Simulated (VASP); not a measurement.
Wanted: the native input for a VASP 6.6.1 run.

```yaml
Task: single point
Functional: PBEsol
Potentials_or_basis: VASP PAW PBE potentials, release 64 (Be, Se, S)
Cutoff: 520 eV
k_mesh: 1 × 1 × 1, shifted
Occupations: fermi-dirac, width 0.05 eV
Spin: no spin polarisation
Dipole_correction: no
Further_INCAR_settings: LREAL = Auto; ALGO = Normal; EDIFF = 1e-06; NBANDS = 166; ISYM = 0
```

The structure of Be8Se7S lies in POSCAR:

```
Be8Se7S
1.0
   10.1850462120      0.0000000000      0.0000000000
    0.0000000000     10.1850462120      0.0000000000
    0.0000000000      0.0000000000     10.1850462120
Be Se S
32 28 4
Direct
    0.9985310000      0.9993800000      0.0003470000
    0.0007220000      0.9992950000      0.4989090000
    0.0006460000      0.5007610000      0.0004290000
    0.9985350000      0.5008010000      0.4988430000
    0.4944600000      0.9940880000      0.0056000000
    0.5045560000      0.9941220000      0.4936080000
    0.5046920000      0.5061530000      0.0056870000
    0.4945620000      0.5059450000      0.4937200000
    0.2502470000      0.2511310000      0.0004180000
    0.2503600000      0.2489840000      0.4988940000
    0.2556130000      0.7551580000      0.0057390000
    0.2555290000      0.7449890000      0.4936290000
    0.7488170000      0.2490250000      0.0003630000
    0.7488150000      0.2511010000      0.4988910000
    0.7436080000      0.7449840000      0.0055380000
    0.7436450000      0.7550320000      0.4937460000
    0.2554800000      0.9940810000      0.2445590000
    0.2503230000      0.9993740000      0.7486420000
    0.2556300000      0.5061240000      0.2548120000
    0.2503010000      0.5007260000      0.7506750000
    0.7436020000      0.9940900000      0.2546210000
    0.7488650000      0.9993140000      0.7507570000
    0.7435590000      0.5059600000      0.2445950000
    0.7488810000      0.5007740000      0.7485880000
    0.9995270000      0.2500150000      0.2497010000
    0.9996030000      0.2500930000      0.7495990000
    0.9996230000      0.7500420000      0.2496140000
    0.9996250000      0.7500550000      0.7496700000
    0.4995610000      0.2500760000      0.2495590000
    0.4995690000      0.2500750000      0.7496550000
    0.4996170000      0.7500840000      0.2496750000
    0.4995980000      0.7499940000      0.7496520000
    0.1266610000      0.1236850000      0.1253060000
    0.1253190000      0.1250170000      0.6246690000
    0.1280490000      0.6268940000      0.1265390000
    0.1265980000      0.6256430000      0.6233760000
    0.6234190000      0.1223460000      0.1265620000
    0.6246460000      0.1237770000      0.6234380000
    0.6234270000      0.6269010000      0.6219680000
    0.3765770000      0.3783850000      0.1265550000
    0.3753180000      0.3769470000      0.6233270000
    0.3766180000      0.8737120000      0.6220340000
    0.8734310000      0.3769080000      0.1252150000
    0.8746580000      0.3756650000      0.6246240000
    0.8720670000      0.8737020000      0.1265610000
    0.8734860000      0.8749460000      0.6234550000
    0.3766260000      0.1223430000      0.3734110000
    0.3753520000      0.1238030000      0.8765470000
    0.3765980000      0.6269120000      0.8780080000
    0.8734800000      0.1237450000      0.3745810000
    0.8746650000      0.1250190000      0.8753420000
    0.8720550000      0.6268740000      0.3733490000
    0.8734080000      0.6256900000      0.8765200000
    0.1266080000      0.3769020000      0.3745630000
    0.1252760000      0.3756450000      0.8752370000
    0.1281340000      0.8736360000      0.3733610000
    0.1266530000      0.8749490000      0.8765900000
    0.6233930000      0.3784070000      0.3732540000
    0.6245910000      0.3769900000      0.8765670000
    0.6233370000      0.8737110000      0.8780840000
    0.6221500000      0.6283440000      0.1279000000
    0.3779740000      0.8724810000      0.1279680000
    0.3779490000      0.6282540000      0.3721430000
    0.6222540000      0.8725510000      0.3722470000
```

These files were run (other wordings do the same):

INCAR

```
PREC = Accurate
ENCUT = 520
EDIFF = 1E-6
ISMEAR = -1
SIGMA = 0.05
LREAL = Auto
LASPH = T
NELM = 100
ALGO = Normal
ISIF = 2
LWAVE = F
LCHARG = F
GGA = PS
ISYM = 0
NBANDS = 166
```

KPOINTS

```
Automatic mesh
0
Gamma
  1 1 1
  0.25 0.25 0.25
```

Potentials or basis: VASP PAW PBE potentials, release 64 (Be, Se, S).

The run is started by

```bash
$ cat potpaw_PBE.64/Be/POTCAR potpaw_PBE.64/Se/POTCAR potpaw_PBE.64/S/POTCAR > POTCAR
$ mpirun -np 1 vasp_std > vasp.out
```

Results of the run:

```
Pressure               : 0.3 GPa
Largest force          : 0.074 eV/Å
Band gap on the k mesh : 3.25 eV, indirect (the least direct gap lies 3.5 meV higher)
```

Caveat: the k points lie up to 0.62 Å⁻¹ apart; the PAW data sets were made with another functional, which shifts forces and pressure a little.

It took 20 min on 1 thread of Intel(R) Xeon(R) Platinum 8488C (Sapphire Rapids), on a shared host, peak memory 1.2 GiB.
